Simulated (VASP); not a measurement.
# NaCl (P6/mmm) in VASP: relaxation of cell and atoms with PBE

Aim: the relaxation of cell and atoms of NaCl with PBE.

Everything below comes from runs of VASP 6.6.1. Logs are shortened: lines on timing, memory, paths and dates and some standing lists are left out, and cuts for length are marked.

### Step 1. The cell of the first run

Symmetry: P6/mmm, No. 191, hexagonal system. The conventional cell has a = 6.759 Å, b = 6.759 Å, c = 5.022 Å, α = 90.00°, β = 90.00°, γ = 120.00°. Na (site symmetry 6/mmm) has 2 Cl at 2.51 Å within 3.3 Å. Cl (site symmetry 6/mmm) has 2 Na at 2.51 Å within 3.3 Å.

The cell was generated, and may not be a known phase.

### Step 2. Relaxation of cell and atoms, PBE

The input, INCAR:

```
ALGO = Normal ; EDIFF = 1E-7
EDIFFG = -0.01 ; ENCUT = 1130
GGA = PE ; GGA_COMPAT = F
IBRION = 2 ; ISIF = 3
ISMEAR = 0 ; LASPH = T
LCHARG = F ; LREAL = F
LWAVE = F ; NELM = 120
NELMIN = 4 ; NSW = 100
PREC = Accurate ; SIGMA = 0.02
```

The input, KPOINTS:

```
k-points
0
Gamma
  6 6 6
```

The input, POSCAR:

```
NaCl
1.0
    6.7585259434      0.0000000000      0.0000000000
   -3.3792629717      5.8530551591      0.0000000000
    0.0000000000      0.0000000000      5.0219971579
Na Cl
1 1
Direct
    0.0000000000      0.0000000000      0.5000000000
    0.0000000000      0.0000000000      0.0000000000
```

Potentials or basis: VASP PAW PBE potentials, release 64 (Na_sv, Cl).

On the command line:

```bash
> cat potpaw_PBE.64/Na_sv/POTCAR potpaw_PBE.64/Cl/POTCAR > POTCAR
> mpirun -np 1 vasp_std > vasp.out
```

OUTCAR:

```text
EDIFF = 1E-7
   EDIFFG = -0.01
   ENCUT = 1130
   GGA = PE
   IBRION = 2
   ISIF = 3
   ISMEAR = 0
   LASPH = T
   LREAL = F
   NELM = 120
   NELMIN = 4
   NSW = 100
   PREC = Accurate

 ion  position               nearest neighbor table
   1  0.000  0.000  0.500-
   2  0.000  0.000  0.000-

  LATTYP: Found a hexagonal cell.
 ALAT       =     6.7585259434
 C/A-ratio  =     0.7430610166

  Lattice vectors:

 A1 = (   6.7585259434,   0.0000000000,   0.0000000000)
 A2 = (  -3.3792629717,   5.8530551591,   0.0000000000)
 A3 = (   0.0000000000,   0.0000000000,   5.0219971579)

Analysis of symmetry for initial positions (statically):
=====================================================================
 Subroutine PRICEL returns:
 Original cell was already a primitive cell.

 Routine SETGRP: Setting up the symmetry group for a
 hexagonal supercell.

 Subroutine GETGRP returns: Found 24 space group operations
 (whereof 24 operations were pure point group operations)
 out of a pool of 24 trial point group operations.

The static configuration has the point symmetry D_6h.

Analysis of symmetry for dynamics (positions and initial velocities):
=====================================================================
 Subroutine PRICEL returns:
 Original cell was already a primitive cell.

 Routine SETGRP: Setting up the symmetry group for a
 hexagonal supercell.

 Subroutine GETGRP returns: Found 24 space group operations
 (whereof 24 operations were pure point group operations)
 out of a pool of 24 trial point group operations.

The dynamic configuration has the point symmetry D_6h.

 Subroutine INISYM returns: Found 24 space group operations
 (whereof 24 operations are pure point group operations),
 and found     1 'primitive' translations

----------------------------------------------------------------------------------------

                                     Primitive cell

  volume of cell :     198.6603

  direct lattice vectors                    reciprocal lattice vectors
     6.758525943  0.000000000  0.000000000     0.147961258  0.085425472  0.000000000
    -3.379262972  5.853055159  0.000000000     0.000000000  0.170850944  0.000000000
     0.000000000  0.000000000  5.021997158     0.000000000  0.000000000  0.199123968

  length of vectors
     6.758525943  6.758525943  5.021997158     0.170850944  0.170850944  0.199123968

  position of ions in fractional coordinates (direct lattice)
     0.000000000  0.000000000  0.500000000
     0.000000000  0.000000000  0.000000000

  ion indices of the primitive-cell ions
   primitive index   ion index
                 1           1
                 2           2

----------------------------------------------------------------------------------------

 KPOINTS: k-points

Automatic generation of k-mesh.
 Grid dimensions read from file:
 generate k-points for:    6    6    6

 Generating k-lattice:

  Cartesian coordinates                     Fractional coordinates (reciprocal lattice)
     0.024660210  0.014237579  0.000000000     0.166666667 -0.000000000  0.000000000
     0.000000000  0.028475157  0.000000000     0.000000000  0.166666667  0.000000000
     0.000000000  0.000000000  0.033187328     0.000000000  0.000000000  0.166666667

  Length of vectors
     0.028475157  0.028475157  0.033187328

  Shift w.r.t. Gamma in fractional coordinates (k-lattice)
     0.000000000  0.000000000  0.000000000

 Subroutine IBZKPT returns following result:
 ===========================================

 Found     28 irreducible k-points:

 Following reciprocal coordinates:
            Coordinates               Weight
  0.000000  0.000000  0.000000      1.000000
  0.166667 -0.000000  0.000000      6.000000
  0.333333 -0.000000  0.000000      6.000000
  0.500000 -0.000000  0.000000      3.000000
  0.166667  0.166667  0.000000      6.000000
  0.333333  0.166667  0.000000     12.000000
[... 16 lines left out ...]
  0.166667 -0.000000  0.500000      6.000000
  0.333333 -0.000000  0.500000      6.000000
 [... further k-points ...]
   k-points           NKPTS =     28   k-points in BZ     NKDIM =     28   number of bands    NBANDS=     12
   number of dos      NEDOS =    301   number of ions     NIONS =      2
   total plane-waves  NPLWV = 358400
   dimension x,y,z NGX =    80 NGY =   80 NGZ =   56
   dimension x,y,z NGXF=   160 NGYF=  160 NGZF=  112
   ions per type =               1   1
   NGX,Y,Z   is equivalent  to a cutoff of  19.68, 19.68, 18.54 a.u.
   NGXF,Y,Z  is equivalent  to a cutoff of  39.36, 39.36, 37.08 a.u.
 SYSTEM =  unknown system
   PREC   = accura    normal or accurate (medium, high low for compatibility)
   ISTART =      0    job   : 0-new  1-cont  2-samecut
   ICHARG =      2    charge: 1-file 2-atom 10-const
   ISPIN  =      1    spin polarized calculation?
   LNONCOLLINEAR =      F non collinear calculations
   LSORBIT =      F    spin-orbit coupling
   LASPH  =      T    aspherical Exc in radial PAW
   ENCUT  = 1130.0 eV  83.05 Ry    9.11 a.u.  18.52 18.52 13.76*2*pi/ulx,y,z
   NELM   =    120;   NELMIN=  4; NELMDL= -5     # of ELM steps
   EDIFF  = 0.1E-06   stopping-criterion for ELM
   LREAL  =      F    real-space projection
   EDIFFG = -.1E-01   stopping-criterion for IOM
   NSW    =    100    number of steps for IOM
   IBRION =      2    ionic relax: 0-MD 1-quasi-New 2-CG
   NFREE  =      1    steps in history (QN), initial steepest desc. (CG)
   ISIF   =      3    stress and relaxation
   ISYM   =      2    0-nonsym 1-usesym 2-fastsym
   POTIM  = 0.5000    time-step for ionic-motion
   TEBEG  =    0.0;   TEEND  =   0.0 temperature during run
   PSTRESS=    0.0 pullay stress
   NELECT =      16.0000    total number of electrons
   NUPDOWN=      -1.0000    fix difference up-down
   EMIN   =  10.00;   EMAX   =-10.00  energy-range for DOS
   EFERMI =   0.00;   METHOD = LEGACY
   ISMEAR =     0;   SIGMA  =   0.02  broadening in eV -4-tet -1-fermi 0-gaus
   EFERMI_NEDOS =   21; number of points for ismear=-14 and -15
   IALGO  =     38    algorithm
   IMIX   =      4    mixing-type and parameters
     AMIX     =   0.40;   BMIX     =  1.00
     AMIX_MAG =   1.60;   BMIX_MAG =  1.00
  volume/ion in A,a.u.               =      99.33       670.31
  Fermi-wavevector in a.u.,A,eV,Ry     =   0.706987  1.336011  6.800599  0.499830
  Thomas-Fermi vector in A             =   1.792914
   LORBIT       =      0    0 simple, 1 ext, 2 COOP (PROOUT), +10 PAW based schemes
   GGA     = PE    functional components
   LHFCALC =     F    Hartree Fock is set to
   AEXX    =    0.0000 exact exchange contribution
   IVDW    =     0    specifies the selected vdW correction
   LEPSILON=     F    determine dielectric tensor
   LRPA    =     F    only Hartree local field effects (RPA)
 conjugate gradient relaxation of ions
 non-spin polarized calculation
 Gauss-broadening in eV      SIGMA  =   0.02
  energy-cutoff  :     1130.00
  volume of cell :      198.66
 maximum number of plane-waves:     17182
 NGX is ok and might be reduce to    80
   NGX = 37   NGY = 37   NGZ = 27

--------------------------------------- Ionic step        1  -------------------------------------------

 number of electron      16.0000000 magnetization

 Free energy of the ion-electron system (eV)
  ---------------------------------------------------
  ext. energy  EPLUGINS =         0.00000000
  ---------------------------------------------------
  free energy    TOTEN  =        -5.93023475 eV

  energy without entropy =       -5.93023475  energy(sigma->0) =       -5.93023475

------------------------ aborting loop because EDIFF is reached ----------------------------------------

  FORCE on cell =-STRESS in cart. coord.  units (eV):
  Direction    XX          YY          ZZ          XY          YZ          ZX
  --------------------------------------------------------------------------------------
  -------------------------------------------------------------------------------------
  Total       -0.0367841     -0.0367841     -0.0513130     -0.0000000      0.0000000      0.0000000
  in kB       -0.2966603     -0.2966603     -0.4138348     -0.0000000      0.0000000      0.0000000
  external PRESSURE =      -0.3357185 kB  Pullay stress =       0.0000000 kB
[... 165 lines left out ...]
  energy  without entropy=       -5.9306253553  energy(sigma->0) =       -5.93062536

--------------------------------------- Ionic step        6  -------------------------------------------

 number of electron      15.9999998 magnetization

 Free energy of the ion-electron system (eV)
  ---------------------------------------------------
  ext. energy  EPLUGINS =         0.00000000
  ---------------------------------------------------
  free energy    TOTEN  =        -5.93095185 eV

  energy without entropy =       -5.93095185  energy(sigma->0) =       -5.93095185

 E-fermi :  -4.8903     XC(G=0):  -3.3045

 val. band max:       -4.9871156668   @ k =   0.0000   0.0000   0.5000
 cond. band min:      -0.6311067073   @ k =   0.0000   0.0000   0.0000
 fundamental gap:      4.3560089595
 Fermi energy:        -4.8903269283

 k-point     1 :       0.0000    0.0000    0.0000
  band No.  band energies     occupation
      1     -54.9006      2.00000
      2     -26.8531      2.00000
      3     -26.8531      2.00000
      4     -26.7531      2.00000
      5     -16.8679      2.00000
      6      -5.5212      2.00000
      7      -5.0157      2.00000
      8      -5.0157      2.00000
      9      -0.6311      0.00000
     10       3.3181      0.00000
     11       3.4785      0.00000
     12       3.4785      0.00000
[... 331 lines left out ...]
 k-point    24 :       0.3333   -0.0000    0.5000
  band No.  band energies     occupation
      1     -54.9005      2.00000
      2     -26.8531      2.00000
      3     -26.8531      2.00000
      4     -26.7617      2.00000
      5     -16.7980      2.00000
      6      -5.9540      2.00000
      7      -5.0104      2.00000
      8      -4.9926      2.00000
      9       1.1697      0.00000
     10       2.1473      0.00000
     11       2.2205      0.00000
     12       2.7417      0.00000

 [... further k-points ...]

------------------------ aborting loop because EDIFF is reached ----------------------------------------

  FORCE on cell =-STRESS in cart. coord.  units (eV):
  Direction    XX          YY          ZZ          XY          YZ          ZX
  --------------------------------------------------------------------------------------
  -------------------------------------------------------------------------------------
  Total       -0.0185824     -0.0185824     -0.0185335      0.0000000     -0.0000000      0.0000000
  in kB       -0.1539906     -0.1539906     -0.1535855      0.0000000     -0.0000000      0.0000000
  external PRESSURE =      -0.1538556 kB  Pullay stress =       0.0000000 kB
[... 17 lines left out ...]
  FREE ENERGIE OF THE ION-ELECTRON SYSTEM (eV)
  ---------------------------------------------------
  free  energy   TOTEN  =        -5.9309518534 eV

  energy  without entropy=       -5.9309518534  energy(sigma->0) =       -5.93095185

 reached required accuracy - stopping structural energy minimisation
```

It took 11 min on 1 thread of Intel Xeon 6975P-C (Granite Rapids), shared host; peak memory 0.84 GiB.

What came out:

```
Free energy                           : -5.9310 eV
Relaxed cell                          : a = 6.670 Å, b = 6.670 Å, c = 5.019 Å, α = 90.00°, β = 90.00°, γ = 120.00°
Space group after relaxing (to 0.1 Å) : P6/mmm (No. 191)
Energy gained by relaxing             : 0.4 meV/atom
Ionic steps                           : 6
Pressure after relaxing               : 0.0 GPa
Band gap on the k mesh                : 4.36 eV (least direct gap 4.38 eV)
```

The path:
| step | energy change (eV) | largest force (eV/Å) | pressure (GPa) | volume (Å³) |
| --- | --- | --- | --- | --- |
| 1 | 0.0000 | 0.0000 | -0.03 | 198.66 |
| 2 | -0.0001 | 0.0000 | -0.01 | 198.06 |
| 3 | -0.0001 | 0.0000 | 0.00 | 197.75 |
| 4 | -0.0002 | 0.0000 | -0.01 | 197.31 |
| 5 | -0.0004 | 0.0000 | -0.01 | 195.98 |
| 6 | -0.0007 | 0.0000 | -0.02 | 193.34 |

Final structure:
```yaml
crystal:
  lattice:
    - [6.66957, 0.00000, 0.00000]
    - [-3.33478, 5.77601, 0.00000]
    - [0.00000, 0.00000, 5.01870]
  atoms:
    - { symbol: Na, position: [0.00000, 0.00000, 0.50000] }
    - { symbol: Cl, position: [0.00000, 0.00000, 0.00000] }
```

Levels at points of the mesh, in eV from the valence-band top:
| k point | band 6 | band 7 | band 8 | band 9 | band 10 | band 11 |
| --- | --- | --- | --- | --- | --- | --- |
| (0.00, 0.00, 0.00) | -0.53 | -0.03 | -0.03 | 4.36 | 8.31 | 8.47 |
| (0.50, 0.00, 0.00) | -0.53 | -0.07 | -0.04 | 5.28 | 6.02 | 7.62 |
| (0.00, 0.00, 0.50) | -0.97 | 0.00 | 0.00 | 5.85 | 6.51 | 8.05 |
| (0.50, 0.00, 0.50) | -0.96 | -0.03 | -0.01 | 6.42 | 6.79 | 7.65 |

Caveat: the relaxation moved the vacuum too, so the length across it says nothing of the material.
